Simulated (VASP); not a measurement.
# LiTbH4 (F-43m) in VASP: notebook, part 3 of 3

VASP 6.6.1.

**5. Relaxation of cell and atoms, PBE**

This run uses another cell than the first one, of 12.09 Å³/atom.

Contents of INCAR:

```
PREC     = Accurate       # precision mode
ENCUT    = 750            # plane-wave cutoff, eV
EDIFF    = 1E-7           # SCF threshold, eV
ISMEAR   = 0              # smearing method
SIGMA    = 0.1            # smearing width, eV
LREAL    = F              # projectors in reciprocal space
LASPH    = T              # aspherical terms in the spheres
NELM     = 200            # most SCF steps
ALGO     = Normal         # electronic algorithm
ISIF     = 3              # what is computed and relaxed
LWAVE    = F              # write WAVECAR
LCHARG   = F              # write CHGCAR
GGA      = PE             # functional
IBRION   = 2              # ionic algorithm
NSW      = 90             # ionic steps
EDIFFG   = -0.04          # ionic threshold
GGA_COMPAT= F            
NELMIN   = 4            
LMAXMIX  = 6              # l up to which the mixer works
```

Contents of KPOINTS:

```
Automatic mesh
0
Gamma
  4 4 4
```

Contents of POSCAR:

```
LiTbH4
1.0
    0.0000000000      3.3099882500      3.3099882500
    3.3099882500      0.0000000000      3.3099882500
    3.3099882500      3.3099882500      0.0000000000
Li Tb H
1 1 4
Direct
    0.0000000000      0.0000000000      0.0000000000
    0.5000000000      0.5000000000      0.5000000000
    0.8595941800      0.8595941800      0.8595941800
    0.8595941800      0.8595941800      0.4212174500
    0.8595941800      0.4212174500      0.8595941800
    0.4212174500      0.8595941800      0.8595941800
```

Potentials or basis: VASP PAW PBE potentials, release 64 (Li_sv, Tb_3, H), 4f in core.

Launch:

```sh
cat potpaw_PBE.64/Li_sv/POTCAR potpaw_PBE.64/Tb_3/POTCAR potpaw_PBE.64/H/POTCAR > POTCAR
mpirun -np 1 vasp_std > vasp.out
```

OUTCAR:

```text
PREC = Accurate
   ENCUT = 750
   EDIFF = 1E-7
   ISMEAR = 0
   LREAL = F
   LASPH = T
   NELM = 200
   ISIF = 3
   GGA = PE
   IBRION = 2
   NSW = 90
   EDIFFG = -0.04
   NELMIN = 4

 ion  position               nearest neighbor table
   1  0.000  0.000  0.000-   4 1.61   5 1.61   6 1.61   3 1.61
   2  0.500  0.500  0.500-
   3  0.860  0.860  0.860-   1 1.61
   4  0.860  0.860  0.421-   1 1.61
   5  0.860  0.421  0.860-   1 1.61
   6  0.421  0.860  0.860-   1 1.61

  LATTYP: Found a face centered cubic cell.
 ALAT       =     6.6199765000

  Lattice vectors:

 A1 = (   0.0000000000,   3.3099882500,   3.3099882500)
 A2 = (   3.3099882500,   0.0000000000,   3.3099882500)
 A3 = (   3.3099882500,   3.3099882500,   0.0000000000)

Analysis of symmetry for initial positions (statically):
=====================================================================
 Subroutine PRICEL returns:
 Original cell was already a primitive cell.

 Routine SETGRP: Setting up the symmetry group for a
 face centered cubic supercell.

 Subroutine GETGRP returns: Found 24 space group operations
 (whereof 24 operations were pure point group operations)
 out of a pool of 48 trial point group operations.

The static configuration has the point symmetry T_d .

Analysis of symmetry for dynamics (positions and initial velocities):
=====================================================================
 Subroutine PRICEL returns:
 Original cell was already a primitive cell.

 Routine SETGRP: Setting up the symmetry group for a
 face centered cubic supercell.

 Subroutine GETGRP returns: Found 24 space group operations
 (whereof 24 operations were pure point group operations)
 out of a pool of 48 trial point group operations.

The dynamic configuration has the point symmetry T_d .

 Subroutine INISYM returns: Found 24 space group operations
 (whereof 24 operations are pure point group operations),
 and found     1 'primitive' translations

----------------------------------------------------------------------------------------
[... 117 lines left out ...]
 Gauss-broadening in eV      SIGMA  =   0.10
  energy-cutoff  :      750.00
  volume of cell :       72.53
 maximum number of plane-waves:      3399
 NGX is ok and might be reduce to    42
   NGX = 21   NGY = 21   NGZ = 21

--------------------------------------- Ionic step        1  -------------------------------------------

 number of electron      15.9999998 magnetization

 Free energy of the ion-electron system (eV)
  ---------------------------------------------------
  ext. energy  EPLUGINS =         0.00000000
  ---------------------------------------------------
  free energy    TOTEN  =       -19.78174122 eV

  energy without entropy =      -19.78174122  energy(sigma->0) =      -19.78174122

------------------------ aborting loop because EDIFF is reached ----------------------------------------

  FORCE on cell =-STRESS in cart. coord.  units (eV):
  Direction    XX          YY          ZZ          XY          YZ          ZX
  --------------------------------------------------------------------------------------
  -------------------------------------------------------------------------------------
  Total       -3.9631787     -3.9631787     -3.9631787      0.0000000      0.0000000      0.0000000
  in kB      -87.5477292    -87.5477292    -87.5477292      0.0000000      0.0000000      0.0000000
  external PRESSURE =     -87.5477292 kB  Pullay stress =       0.0000000 kB
[... 67 lines left out ...]
--------------------------------------- Ionic step        3  -------------------------------------------

 number of electron      16.0000001 magnetization

 E-fermi :   1.2222     XC(G=0):  -9.3704

 val. band max:        0.6370925119   @ k =   0.5000   0.5000   0.0000
 cond. band min:       1.9517564484   @ k =   0.5000   0.5000   0.0000
 fundamental gap:      1.3146639365
 Fermi energy:         1.2222336442

 k-point     1 :       0.0000    0.0000    0.0000
  band No.  band energies     occupation
      1     -41.7926      2.00000
      2     -21.0241      2.00000
      3     -21.0241      2.00000
      4     -21.0241      2.00000
      5      -5.7591      2.00000
      6       0.5551      2.00000
      7       0.5551      2.00000
      8       0.5551      2.00000
      9       4.1650      0.00000
     10       4.1650      0.00000
     11       4.6210      0.00000
     12       4.6210      0.00000
[... 262 lines left out ...]
--------------------------------------- Ionic step        7  -------------------------------------------

 number of electron      15.9999999 magnetization

 Free energy of the ion-electron system (eV)
  ---------------------------------------------------
  ext. energy  EPLUGINS =         0.00000000
  ---------------------------------------------------
  free energy    TOTEN  =       -20.34798790 eV

  energy without entropy =      -20.34798790  energy(sigma->0) =      -20.34798790

 E-fermi :   1.4722     XC(G=0):  -9.5177

 val. band max:        0.9090291335   @ k =   0.5000   0.5000   0.0000
 cond. band min:       2.1220296532   @ k =   0.5000   0.5000   0.0000
 fundamental gap:      1.2130005197
 Fermi energy:         1.4721827331

 k-point     1 :       0.0000    0.0000    0.0000
  band No.  band energies     occupation
      1     -41.6919      2.00000
      2     -20.6560      2.00000
      3     -20.6560      2.00000
      4     -20.6560      2.00000
      5      -5.9132      2.00000
      6       0.7375      2.00000
      7       0.7375      2.00000
      8       0.7375      2.00000
      9       4.4495      0.00000
     10       4.4495      0.00000
     11       5.0026      0.00000
     12       5.0026      0.00000
[... 136 lines left out ...]
  FREE ENERGIE OF THE ION-ELECTRON SYSTEM (eV)
  ---------------------------------------------------
  free  energy   TOTEN  =       -20.3479879014 eV

  energy  without entropy=      -20.3479879014  energy(sigma->0) =      -20.34798790

 reached required accuracy - stopping structural energy minimisation
```

Wall time 53 s (1 thread of Intel Xeon 6975P-C (Granite Rapids), shared host); peak memory 0.29 GiB.

Results:

| Property | Result |
| --- | --- |
| Free energy | -20.3480 eV |
| Relaxed volume | 9.43 Å³/atom |
| Relaxed cell | a = 4.310 Å, b = 4.310 Å, c = 4.310 Å, α = 60.00°, β = 60.00°, γ = 60.00° |
| Space group after relaxing (to 0.1 Å) | F-43m (No. 216) |
| Energy gained by relaxing | 94.4 meV/atom |
| Ionic steps | 7 |
| Pressure after relaxing | 0.2 GPa |
| Largest force after relaxing | 0.006 eV/Å |
| Band gap on the k mesh | 1.21 eV |

Forces on the atoms (eV/Å):
```
Li   0.000  0.000  0.000
Tb   0.000  0.000  0.000
H   -0.003 -0.003 -0.003
H    0.003  0.003 -0.003
H    0.003 -0.003  0.003
H   -0.003  0.003  0.003
```

Step by step:
| step | energy change (eV) | largest force (eV/Å) | pressure (GPa) | volume (Å³) |
| --- | --- | --- | --- | --- |
| 1 | 0.0000 | 0.2736 | -8.75 | 72.53 |
| 2 | -0.3319 | 0.3145 | -6.12 | 65.81 |
| 3 | -0.5258 | 0.3590 | -1.21 | 58.66 |
| 4 | -0.5353 | 0.3714 | 0.88 | 56.53 |
| 5 | -0.5357 | 0.3697 | 0.56 | 56.83 |
| 6 | -0.5607 | 0.1567 | 0.36 | 56.70 |
| 7 | -0.5662 | 0.0057 | 0.24 | 56.61 |

Final structure:
```
Li Tb H
1.0
     0.00000    3.04755    3.04755
     3.04755    0.00000    3.04755
     3.04755    3.04755    0.00000
Li Tb H
1 1 4
Direct
  0.00000 0.00000 0.00000
  0.50000 0.50000 0.50000
  0.85275 0.85275 0.85275
  0.85275 0.85275 0.44174
  0.85275 0.44174 0.85275
  0.44174 0.85275 0.85275
```

Caveat: the volume moved by over 15 % at a fixed basis, so the end points are rough; spin-orbit coupling is left out, which moves the levels of the heavy elements; the 4f electrons are frozen in the core, so they carry no moment and show no levels.

**6. Single point, PBE**

Contents of INCAR:

```
  PREC = Accurate
  ENCUT = 750
  EDIFF = 1E-6
  ISMEAR = 0
  SIGMA = 0.02
  LREAL = False
  LASPH = True
  NELM = 200
  ALGO = Normal
  ISIF = 2
  LWAVE = False
  LCHARG = False
  GGA = PE
  NBANDS = 17
  GGA_COMPAT = False
  LMAXMIX = 6
```

Contents of KPOINTS:

```
regular mesh
0
Gamma
  8 8 8
```

Contents of POSCAR:

```
LiTbH4
1.0
    0.0000000000      3.0495048203      3.0495048203
    3.0495048203      0.0000000000      3.0495048203
    3.0495048203      3.0495048203      0.0000000000
Li Tb H
1 1 4
Direct
    0.0000000000      0.0000000000      0.0000000000
    0.5000000000      0.5000000000      0.5000000000
    0.4415153247      0.8528282251      0.8528282251
    0.8528282251      0.4415153247      0.8528282251
    0.8528282251      0.8528282251      0.4415153247
    0.8528282251      0.8528282251      0.8528282251
```

Potentials or basis: VASP PAW PBE potentials, release 64 (Li_sv, Tb_3, H), 4f in core.

Launch:

```sh
cat potpaw_PBE.64/Li_sv/POTCAR potpaw_PBE.64/Tb_3/POTCAR potpaw_PBE.64/H/POTCAR > POTCAR
mpirun -np 1 vasp_std > vasp.out
```

Wall time 23 s (1 thread of Intel Xeon 6975P-C (Granite Rapids), shared host); peak memory 0.27 GiB.

Results (log left out):

* Free energy: -20.3595 eV
* Pressure: 0.0 GPa
* Largest force: 0.015 eV/Å
* Band gap on the k mesh: 1.17 eV (least direct gap 1.22 eV)

Forces on the atoms (eV/Å):
```
Li   0.000  0.000  0.000
Tb   0.000  0.000  0.000
H   -0.009  0.009  0.009
H    0.009 -0.009  0.009
H    0.009  0.009 -0.009
H   -0.009 -0.009 -0.009
```

Levels at points of the mesh, in eV from the valence-band top:
```tsv
k point	band 5	band 6	band 7	band 8	band 9	band 10	band 11	band 12
(0.00, 0.00, 0.00)	-6.81	-0.17	-0.17	-0.17	3.55	3.55	4.10	4.10
(0.50, 0.00, 0.00)	-5.52	-2.12	-0.80	-0.80	4.58	4.66	4.66	5.19
(0.50, 0.50, 0.00)	-4.97	-2.81	0.00	0.00	1.22	4.60	4.96	5.21
```

Caveat: spin-orbit coupling is left out, which moves the levels of the heavy elements; the 4f electrons are frozen in the core, so they carry no moment and show no levels. Spin polarisation is off, so any magnetic state and its effect on volume and gap are missing.

**7. Summary**

| task | cell | k mesh | smearing | gap on the mesh (eV) | pressure (GPa) | largest force (eV/Å) |
| --- | --- | --- | --- | --- | --- | --- |
| single point | a = 4.315 Å, angles 60.0°, 6 atoms, atomic positions A | 4 × 4 × 4 | gaussian 0.1 eV | 1.22 | 0.0 | 0.02 |
| single point | a = 4.681 Å, angles 60.0°, 6 atoms, atomic positions B | 4 × 4 × 4 | gaussian 0.1 eV | 1.41 | -8.8 | 0.27 |
| single point | a = 4.315 Å, angles 60.0°, 6 atoms, atomic positions A | 6 × 6 × 6 | gaussian 0.1 eV | 1.21 | -0.1 | 0.02 |
| relaxation of cell and atoms | relaxed from a = 4.681 Å, angles 60.0°, 6 atoms, atomic positions B | 4 × 4 × 4 | gaussian 0.1 eV | 1.21 | 0.2 | 0.01 |
| single point | a = 4.313 Å, angles 60.0°, 6 atoms, atomic positions A | 8 × 8 × 8 | gaussian 0.02 eV | 1.17 | 0.0 | 0.01 |

Alike in all rows: level PBE; potentials or basis VASP PAW PBE potentials, release 64 (Li_sv, Tb_3, H), 4f in core; no spin polarisation; cutoff (eV) 750.

Caveats: some runs use coarse meshes; spin-orbit coupling is left out, which moves the levels of the heavy elements; the 4f electrons are frozen in the core, so they carry no moment and show no levels; the cell stands under tension (at least some runs); the volume moved by over 15 % at a fixed basis, so the end points are rough (at least some runs).

Total energies depend on the potentials used, so only differences within one code and one set of settings carry meaning.
